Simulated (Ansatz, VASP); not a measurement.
## Two plane-wave programs on SnO2

```
Sn O
1.0
     4.78800    0.00000    0.00000
     0.00000    4.86658    0.00000
     0.00000    0.00000    3.24090
Sn O
2 4
Direct
  0.00000 0.00000 0.00000
  0.50000 0.50000 0.50000
  0.70815 0.67896 0.00000
  0.20814 0.82104 0.50000
  0.79185 0.17896 0.50000
  0.29185 0.32104 0.00000
```

Alike in both runs: functional RPBE; k mesh 5 × 5 × 6; occupations fermi-dirac, width 0.05 eV; no spin polarisation.

```csv
,VASP,Ansatz
version,VASP 6.6.1,Ansatz 0.2.0
potentials or method,"VASP PAW PBE potentials, release 64 (Sn_d, O)",Ansatz PAW
plane-wave cutoff (eV),520,420
valence electrons in the cell,52,52
task,single point,band structure
```

|  | VASP | Ansatz | Ansatz less VASP |
| --- | --- | --- | --- |
| gap on the k mesh at the Fermi level (eV) | 0.87 | 0.89 | +0.013 |
| least direct gap on the mesh (eV) | 0.87 | 0.89 | +0.013 |
| pressure (GPa) | 4.0 | 3.4 | -0.58 |
| traceless stress, the component that is largest in VASP (GPa) | -0.14 | -0.03 | +0.102 |
| rms of the force components (eV/Å) | 0.029 | 0.028 | -0.0011 |

VASP's potentials were made for PBE, not for RPBE. Atom by atom the forces differ by 0.008 eV/Å (rms over components).
